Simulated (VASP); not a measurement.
## Au: relaxation of cell and atoms with RPBE

Crystal: Au.

```
Au
1.0
    -1.65727    1.65727    1.65727
     1.65727   -1.65727    1.65727
     1.65727    1.65727   -1.65727
Au
1
Direct
  0.00000 0.00000 0.00000
```

- Program: VASP 6.6.1
- Task: relaxation of cell and atoms
- Functional: RPBE
- Potentials or basis: VASP PAW PBE potentials, release 64 (Au)
- Cutoff: 600 eV
- k mesh: 11 × 11 × 11
- Occupations: fermi-dirac, width 0.05 eV
- Spin: no spin polarisation
- Dipole correction: no
- Further INCAR settings: ALGO = Normal; EDIFF = 1e-06; IBRION = 2; EDIFFG = -0.01; NSW = 60; ISIF = 3

```json
{
 "Relaxed volume": "18.62 Å³/atom",
 "Relaxed cell": "a = 2.892 Å, b = 2.892 Å, c = 2.892 Å, α = 109.47°, β = 109.47°, γ = 109.47°",
 "Space group after relaxing (to 0.05 Å)": "Im-3m (No. 229)",
 "Energy gained by relaxing": "3.5 meV/atom",
 "Ionic steps": "3",
 "Pressure after relaxing": "0.0 GPa"
}
```

Step by step:
| step | energy change (eV) | largest force (eV/Å) | pressure (GPa) | volume (Å³) |
| --- | --- | --- | --- | --- |
| 1 | 0.0000 | 0.0000 | 2.79 | 18.21 |
| 2 | 0.0001 | 0.0000 | -2.55 | 19.06 |
| 3 | -0.0035 | 0.0000 | 0.00 | 18.62 |

Final structure:
```cif
data_structure
_symmetry_space_group_name_H-M 'P 1'
_symmetry_Int_Tables_number 1
_cell_length_a 2.8919
_cell_length_b 2.8919
_cell_length_c 2.8919
_cell_angle_alpha 109.471
_cell_angle_beta 109.471
_cell_angle_gamma 109.471
_cell_volume 18.62
loop_
_atom_site_label
_atom_site_type_symbol
_atom_site_fract_x
_atom_site_fract_y
_atom_site_fract_z
_atom_site_occupancy
Au1 Au 0.00000 0.00000 0.00000 1
```

Levels at points of the mesh, in eV from the Fermi level:
| k point | band 3 | band 4 | band 5 | band 6 | band 7 | band 8 |
| --- | --- | --- | --- | --- | --- | --- |
| (0.00, 0.00, 0.00) | -4.31 | -4.31 | -2.64 | -2.64 | 16.57 | 16.57 |

It took 7.3 s on 1 thread of Intel(R) Xeon(R) 6975P-C (Granite Rapids) (shared host), peak memory 0.15 GiB.

Caveat: the PAW data sets were made with another functional, which shifts forces and pressure a little; spin-orbit coupling is left out, which moves the levels of the heavy elements.
